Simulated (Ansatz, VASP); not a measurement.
Ti: VASP beside Ansatz

File INCAR:

```
SYSTEM = Ti
ALGO = Normal
EDIFF = 1E-7
ENCUT = 520
GGA = PE
ISIF = 2
ISMEAR = -1
LASPH = .TRUE.
LCHARG = .TRUE.
LELF = .TRUE.
LREAL = .FALSE.
LVHAR = .TRUE.
LWAVE = .FALSE.
NBANDS = 19
NELM = 60
PREC = Accurate
SIGMA = 0.1
```

Contents of KPOINTS:

```
k-points
0
G
  16 16 16
  0 0 0
```

Contents of POSCAR:

```
Ti
1.0
    0.0000000000      2.9239063478      2.9239063478
    2.9239063478      0.0000000000      2.9239063478
    2.9239063478      2.9239063478      0.0000000000
Ti
2
Direct
    0.1250000000      0.1250000000      0.1250000000
    0.8750000000      0.8750000000      0.8750000000
```

Input for Ansatz:

```yaml
crystal:
  lattice:
    - [0.0, 2.9239063478, 2.9239063478]
    - [2.9239063478, 0.0, 2.9239063478]
    - [2.9239063478, 2.9239063478, 0.0]
  atoms:
    - { symbol: Ti, position: [0.125, 0.125, 0.125] }
    - { symbol: Ti, position: [0.875, 0.875, 0.875] }
hamiltonian:
  xc: pbe
  pseudopotentials:
    kind: paw
    azcp:
      Ti: "pseudopotentials/Ti.paw.azcp"
basis:
  ecutwfc: 420
  fft_grid_basis: typed
kpoints:
  mp_grid: { grid: [16, 16, 16], shift: [0, 0, 0] }
magnetization:
  spin_polarized: false
scf:
  occupations: { method: fermi_dirac, width: 0.1 }
output:
  stress: true
```

Alike in both runs: task single point; functional PBE; k mesh 16 × 16 × 16; occupations fermi-dirac, width 0.1 eV; no spin polarisation.

|  | VASP | Ansatz |
| --- | --- | --- |
| version | VASP 6.6.1 | Ansatz 0.2.0 |
| potentials or method | VASP PAW PBE potentials, release 64 (Ti_sv), cutoff 520 eV | plane waves (420 eV) with PAW, scalar-relativistic |
| valence electrons in the cell | 24 | 24 |

```tsv
	VASP	Ansatz	Ansatz less VASP
pressure (GPa)	-2.0	-2.0	-0.02
```
